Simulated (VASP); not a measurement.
# TiCo (Pm-3m) in VASP: relaxation of cell and atoms with PBE

Aim: the relaxation of cell and atoms of TiCo with PBE.

Everything below comes from runs of VASP 6.6.1. Logs are shortened: lines on timing, memory, paths and dates and some standing lists are left out, and cuts for length are marked.

**1. The cell of the first run**

Symmetry: Pm-3m, No. 221, cubic system. The conventional cell has a = 2.809 Å, b = 2.809 Å, c = 2.809 Å, α = 90.00°, β = 90.00°, γ = 90.00°. Ti (site symmetry m-3m) has 8 Co at 2.43 Å and 6 Ti at 2.81 Å within 3.2 Å. Within 3.2 Å of Co (site symmetry m-3m) lie 8 Ti at 2.43 Å and 6 Co at 2.81 Å.

The cell was generated, and may not be a known phase.

**2. Relaxation of cell and atoms, PBE, collinear spin, ferromagnetic start**

INCAR

```
SYSTEM = TiCo
PREC     = Accurate       ! precision mode
ENCUT    = 550            ! plane-wave cutoff, eV
EDIFF    = 1E-7           ! SCF threshold, eV
ISMEAR   = 0              ! smearing method
SIGMA    = 0.1            ! smearing width, eV
LREAL    = .False.        ! projectors in reciprocal space
LASPH    = .True.         ! aspherical terms in the spheres
NELM     = 300            ! most SCF steps
ALGO     = All            ! electronic algorithm
ISIF     = 3              ! what is computed and relaxed
LWAVE    = .False.        ! write WAVECAR
LCHARG   = .False.        ! write CHGCAR
ISPIN    = 2              ! spin polarisation
MAGMOM   = 0 3            ! initial moments
LORBIT   = 11             ! projections on sites
LMAXMIX  = 4              ! l up to which the mixer works
GGA      = PE             ! functional
IBRION   = 2              ! ionic algorithm
NSW      = 90             ! ionic steps
EDIFFG   = -0.04          ! ionic threshold
GGA_COMPAT= .False.      
NELMIN   = 4            
ISEARCH  = 1            
KPAR     = 4
```

KPOINTS

```
regular mesh
0
Gamma
  6 6 6
  0 0 0
```

POSCAR

```
TiCo
1.0
    2.8092125200      0.0000000000      0.0000000000
    0.0000000000      2.8092125200      0.0000000000
    0.0000000000      0.0000000000      2.8092125200
Ti Co
1 1
Direct
    0.0000000000      0.0000000000      0.0000000000
    0.5000000000      0.5000000000      0.5000000000
```

Potentials or basis: VASP PAW PBE potentials, release 64 (Ti_sv, Co).

Command:

```bash
$ cat potpaw_PBE.64/Ti_sv/POTCAR potpaw_PBE.64/Co/POTCAR > POTCAR
$ mpirun -np 4 vasp_std > vasp.out
```

OUTCAR:

```text
SYSTEM = TiCo
   PREC = Accurate
   ENCUT = 550
   EDIFF = 1E-7
   ISMEAR = 0
   LREAL = .False.
   LASPH = .True.
   NELM = 300
   ISIF = 3
   ISPIN = 2
   LORBIT = 11
   GGA = PE
   IBRION = 2
   NSW = 90
   EDIFFG = -0.04
   NELMIN = 4

 ion  position               nearest neighbor table
   1  0.000  0.000  0.000-   2 2.43   2 2.43   2 2.43   2 2.43   2 2.43   2 2.43   2 2.43   2 2.43

   2  0.500  0.500  0.500-   1 2.43   1 2.43   1 2.43   1 2.43   1 2.43   1 2.43   1 2.43   1 2.43

  LATTYP: Found a simple cubic cell.
 ALAT       =     2.8092125200

  Lattice vectors:

 A1 = (   2.8092125200,   0.0000000000,   0.0000000000)
 A2 = (   0.0000000000,   2.8092125200,   0.0000000000)
 A3 = (   0.0000000000,   0.0000000000,   2.8092125200)

Analysis of symmetry for initial positions (statically):
=====================================================================
 Subroutine PRICEL returns:
 Original cell was already a primitive cell.

 Routine SETGRP: Setting up the symmetry group for a
 simple cubic supercell.

 Subroutine GETGRP returns: Found 48 space group operations
 (whereof 48 operations were pure point group operations)
 out of a pool of 48 trial point group operations.

The static configuration has the point symmetry O_h .

Analysis of symmetry for dynamics (positions and initial velocities):
=====================================================================
 Subroutine PRICEL returns:
 Original cell was already a primitive cell.

 Routine SETGRP: Setting up the symmetry group for a
 simple cubic supercell.

 Subroutine GETGRP returns: Found 48 space group operations
 (whereof 48 operations were pure point group operations)
 out of a pool of 48 trial point group operations.

The dynamic configuration has the point symmetry O_h .

Analysis of structural, dynamic, and magnetic symmetry:
=====================================================================
 Subroutine PRICEL returns:
 Original cell was already a primitive cell.

 Routine SETGRP: Setting up the symmetry group for a
 simple cubic supercell.

 Subroutine GETGRP returns: Found 48 space group operations
 (whereof 48 operations were pure point group operations)
 out of a pool of 48 trial point group operations.

The overall configuration has the point symmetry O_h .

 Subroutine INISYM returns: Found 48 space group operations
 (whereof 48 operations are pure point group operations),
 and found     1 'primitive' translations

----------------------------------------------------------------------------------------

                                     Primitive cell

  volume of cell :      22.1694

  direct lattice vectors                    reciprocal lattice vectors
     2.809212520  0.000000000  0.000000000     0.355971644  0.000000000  0.000000000
     0.000000000  2.809212520  0.000000000     0.000000000  0.355971644  0.000000000
     0.000000000  0.000000000  2.809212520     0.000000000  0.000000000  0.355971644

  length of vectors
     2.809212520  2.809212520  2.809212520     0.355971644  0.355971644  0.355971644

  position of ions in fractional coordinates (direct lattice)
     0.000000000  0.000000000  0.000000000
     0.500000000  0.500000000  0.500000000

  ion indices of the primitive-cell ions
   primitive index   ion index
                 1           1
                 2           2

----------------------------------------------------------------------------------------

 KPOINTS: regular mesh

Automatic generation of k-mesh.
 Grid dimensions read from file:
 generate k-points for:    6    6    6

 Generating k-lattice:

  Cartesian coordinates                     Fractional coordinates (reciprocal lattice)
     0.059328607  0.000000000  0.000000000     0.166666667  0.000000000  0.000000000
     0.000000000  0.059328607  0.000000000     0.000000000  0.166666667  0.000000000
     0.000000000  0.000000000  0.059328607     0.000000000  0.000000000  0.166666667

  Length of vectors
     0.059328607  0.059328607  0.059328607

  Shift w.r.t. Gamma in fractional coordinates (k-lattice)
     0.000000000  0.000000000  0.000000000

 Subroutine IBZKPT returns following result:
 ===========================================

 Found     20 irreducible k-points:

 Following reciprocal coordinates:
            Coordinates               Weight
  0.000000  0.000000  0.000000      1.000000
  0.166667  0.000000  0.000000      6.000000
  0.333333  0.000000  0.000000      6.000000
  0.500000  0.000000  0.000000      3.000000
  0.166667  0.166667  0.000000     12.000000
  0.333333  0.166667  0.000000     24.000000
[... 12 lines left out ...]
  0.500000  0.500000  0.333333      6.000000
  0.500000  0.500000  0.500000      1.000000
   k-points           NKPTS =     20   k-points in BZ     NKDIM =     20   number of bands    NBANDS=     16
   number of dos      NEDOS =    301   number of ions     NIONS =      2
   total plane-waves  NPLWV =  13824
   dimension x,y,z NGX =    24 NGY =   24 NGZ =   24
   dimension x,y,z NGXF=    48 NGYF=   48 NGZF=   48
   ions per type =               1   1
   NGX,Y,Z   is equivalent  to a cutoff of  14.20, 14.20, 14.20 a.u.
   NGXF,Y,Z  is equivalent  to a cutoff of  28.41, 28.41, 28.41 a.u.
 SYSTEM =  TiCo
   PREC   = accura    normal or accurate (medium, high low for compatibility)
   ISTART =      0    job   : 0-new  1-cont  2-samecut
   ICHARG =      2    charge: 1-file 2-atom 10-const
   ISPIN  =      2    spin polarized calculation?
   LNONCOLLINEAR =      F non collinear calculations
   LSORBIT =      F    spin-orbit coupling
   LASPH  =      T    aspherical Exc in radial PAW
   ENCUT  =  550.0 eV  40.42 Ry    6.36 a.u.   5.37  5.37  5.37*2*pi/ulx,y,z
   NELM   =    300;   NELMIN=  4; NELMDL= -5     # of ELM steps
   EDIFF  = 0.1E-06   stopping-criterion for ELM
   LREAL  =      F    real-space projection
   EDIFFG = -.4E-01   stopping-criterion for IOM
   NSW    =     90    number of steps for IOM
   IBRION =      2    ionic relax: 0-MD 1-quasi-New 2-CG
   NFREE  =      1    steps in history (QN), initial steepest desc. (CG)
   ISIF   =      3    stress and relaxation
   ISYM   =      2    0-nonsym 1-usesym 2-fastsym
   POTIM  = 0.5000    time-step for ionic-motion
   TEBEG  =    0.0;   TEEND  =   0.0 temperature during run
   PSTRESS=    0.0 pullay stress
   NELECT =      21.0000    total number of electrons
   NUPDOWN=      -1.0000    fix difference up-down
   EMIN   =  10.00;   EMAX   =-10.00  energy-range for DOS
   EFERMI =   0.00;   METHOD = LEGACY
   ISMEAR =     0;   SIGMA  =   0.10  broadening in eV -4-tet -1-fermi 0-gaus
   EFERMI_NEDOS =   21; number of points for ismear=-14 and -15
   IALGO  =     58    algorithm
   IMIX   =      4    mixing-type and parameters
     AMIX     =   0.40;   BMIX     =  1.00
     AMIX_MAG =   1.60;   BMIX_MAG =  1.00
  volume/ion in A,a.u.               =      11.08        74.80
  Fermi-wavevector in a.u.,A,eV,Ry     =   1.607793  3.038287 35.171016  2.584997
  Thomas-Fermi vector in A             =   2.703765
   LORBIT       =     11    0 simple, 1 ext, 2 COOP (PROOUT), +10 PAW based schemes
   GGA     = PE    functional components
   LHFCALC =     F    Hartree Fock is set to
   AEXX    =    0.0000 exact exchange contribution
   IVDW    =     0    specifies the selected vdW correction
   LEPSILON=     F    determine dielectric tensor
   LRPA    =     F    only Hartree local field effects (RPA)
 conjugate gradient relaxation of ions
 spin polarized calculation
 Gauss-broadening in eV      SIGMA  =   0.10
  energy-cutoff  :      550.00
  volume of cell :       22.17
 maximum number of plane-waves:       672
 NGX is ok and might be reduce to    24
   NGX = 11   NGY = 11   NGZ = 11

--------------------------------------- Ionic step        1  -------------------------------------------

 number of electron      20.9999994 magnetization       0.2032927

 Free energy of the ion-electron system (eV)
  ---------------------------------------------------
  ext. energy  EPLUGINS =         0.00000000
  ---------------------------------------------------
  free energy    TOTEN  =       -15.20254996 eV

  energy without entropy =      -15.19561989  energy(sigma->0) =      -15.19908493

------------------------ aborting loop because EDIFF is reached ----------------------------------------

  FORCE on cell =-STRESS in cart. coord.  units (eV):
  Direction    XX          YY          ZZ          XY          YZ          ZX
  --------------------------------------------------------------------------------------
  -------------------------------------------------------------------------------------
  Total        5.9124030      5.9124030      5.9124030     -0.0000000     -0.0000000     -0.0000000
  in kB      427.2881281    427.2881281    427.2881281     -0.0000000     -0.0000000     -0.0000000
  external PRESSURE =     427.2881281 kB  Pullay stress =       0.0000000 kB
[... 57 lines left out ...]
  energy  without entropy=      -15.0878050688  energy(sigma->0) =      -15.09316199

--------------------------------------- Ionic step        3  -------------------------------------------

 number of electron      20.9999983 magnetization       0.3670650

 E-fermi :   9.9499     XC(G=0): -12.5849

 val. band max:        9.9450998927   @ k =   0.5000   0.3333   0.1667
 cond. band min:      10.0281285852   @ k =   0.5000   0.1667   0.0000
 fundamental gap:      0.0830286926
 Fermi energy:         9.9499114875

 spin component 1

 k-point     1 :       0.0000    0.0000    0.0000
  band No.  band energies     occupation
      1     -47.2447      1.00000
      2     -23.3342      1.00000
      3     -23.3342      1.00000
      4     -23.3342      1.00000
      5       2.2823      1.00000
      6       5.9978      1.00000
[... 8 lines left out ...]
     15      12.6230      0.00000
     16      18.9203      0.00000
[... 775 lines left out ...]
  energy  without entropy=      -15.6577335705  energy(sigma->0) =      -15.66335057

--------------------------------------- Ionic step        4  -------------------------------------------

 number of electron      20.9999985 magnetization       0.3594017

 Free energy of the ion-electron system (eV)
  ---------------------------------------------------
  ext. energy  EPLUGINS =         0.00000000
  ---------------------------------------------------
  free energy    TOTEN  =       -15.67091429 eV

  energy without entropy =      -15.65978583  energy(sigma->0) =      -15.66535006

 E-fermi :  10.0684     XC(G=0): -12.6360

 val. band max:       10.0602366512   @ k =   0.5000   0.3333   0.1667
 cond. band min:      10.1460860795   @ k =   0.5000   0.1667   0.0000
 fundamental gap:      0.0858494283
 Fermi energy:        10.0683952113

 spin component 1

 k-point     1 :       0.0000    0.0000    0.0000
  band No.  band energies     occupation
      1     -47.1093      1.00000
      2     -23.1959      1.00000
      3     -23.1959      1.00000
      4     -23.1959      1.00000
      5       2.3657      1.00000
      6       6.0770      1.00000
[... 8 lines left out ...]
     15      12.7785      0.00000
     16      19.1134      0.00000
[... 771 lines left out ...]
  FREE ENERGIE OF THE ION-ELECTRON SYSTEM (eV)
  ---------------------------------------------------
  free  energy   TOTEN  =       -15.6709142891 eV

  energy  without entropy=      -15.6597850878  energy(sigma->0) =      -15.66534969

 reached required accuracy - stopping structural energy minimisation

 total charge

# of ion       s       p       d       tot
------------------------------------------
    1        2.249   6.185   1.858  10.292
    2        0.524   0.458   7.338   8.320
--------------------------------------------------
tot          2.773   6.643   9.196  18.612

 magnetization (x)

# of ion       s       p       d       tot
------------------------------------------
    1       -0.004  -0.009  -0.073  -0.086
    2        0.017  -0.010   0.483   0.491
--------------------------------------------------
tot          0.014  -0.019   0.410   0.405
```

Run time: 68 s. Hardware: 4 MPI ranks of Intel Xeon 6975P-C (Granite Rapids), shared host; peak memory 0.16 GiB.

Results:

- Free energy: -15.6709 eV
- Relaxed volume: 13.16 Å³/atom
- Relaxed cell: a = 2.975 Å, b = 2.975 Å, c = 2.975 Å, α = 90.00°, β = 90.00°, γ = 90.00°
- Space group after relaxing (to 0.1 Å): Pm-3m (No. 221)
- Energy gained by relaxing: 234.2 meV/atom
- Ionic steps: 4
- Pressure after relaxing: -0.4 GPa
- Net moment: 0.36 μB per cell
- Site moments: Ti -0.09; Co +0.49 μB
- Valence electrons inside the program's atomic spheres: Ti 10.29; Co 8.32

The path:
| step | energy change (eV) | largest force (eV/Å) | pressure (GPa) | volume (Å³) |
| --- | --- | --- | --- | --- |
| 1 | 0.0000 | 0.0000 | 42.73 | 22.17 |
| 2 | 0.1040 | 0.0000 | -22.42 | 33.07 |
| 3 | -0.4664 | 0.0000 | -2.04 | 26.58 |
| 4 | -0.4684 | 0.0000 | -0.41 | 26.33 |

Final structure:
```
Ti Co
1.0
     2.97480    0.00000    0.00000
     0.00000    2.97480    0.00000
     0.00000    0.00000    2.97480
Ti Co
1 1
Direct
  0.00000 0.00000 0.00000
  0.50000 0.50000 0.50000
```

Levels at points of the mesh, in eV from the Fermi level:
Spin up:
| k point | band 8 | band 9 | band 10 | band 11 | band 12 | band 13 | band 14 | band 15 |
| --- | --- | --- | --- | --- | --- | --- | --- | --- |
| (0.00, 0.00, 0.00) | -1.67 | -1.67 | -1.67 | 0.63 | 0.63 | 2.71 | 2.71 | 2.71 |
| (0.50, 0.00, 0.00) | -1.76 | -1.76 | -1.28 | -0.75 | -0.24 | 0.65 | 0.65 | 2.23 |
| (0.50, 0.50, 0.00) | -2.58 | -1.05 | -0.46 | 0.67 | 0.67 | 1.18 | 2.53 | 2.53 |
| (0.50, 0.50, 0.50) | -2.11 | -2.11 | -2.11 | -1.02 | -1.02 | 3.19 | 3.19 | 7.13 |
Spin down:
```
           k point  band 7  band 8  band 9  band 10  band 11  band 12  band 13  band 14
(0.00, 0.00, 0.00)   -3.69   -1.38   -1.38    -1.38     0.88     0.88     2.71     2.71
(0.50, 0.00, 0.00)   -2.11   -1.45   -1.45    -0.94    -0.89     0.38     0.60     0.60
(0.50, 0.50, 0.00)   -2.36   -2.36   -0.27     0.08     0.62     0.62     1.21     2.59
(0.50, 0.50, 0.50)   -2.37   -2.16   -2.16    -2.16    -0.24    -0.24     3.08     3.08
```

Caveat: the k points lie up to 0.35 Å⁻¹ apart in the final cell; the volume moved by over 15 % at a fixed basis, so the end points are rough.
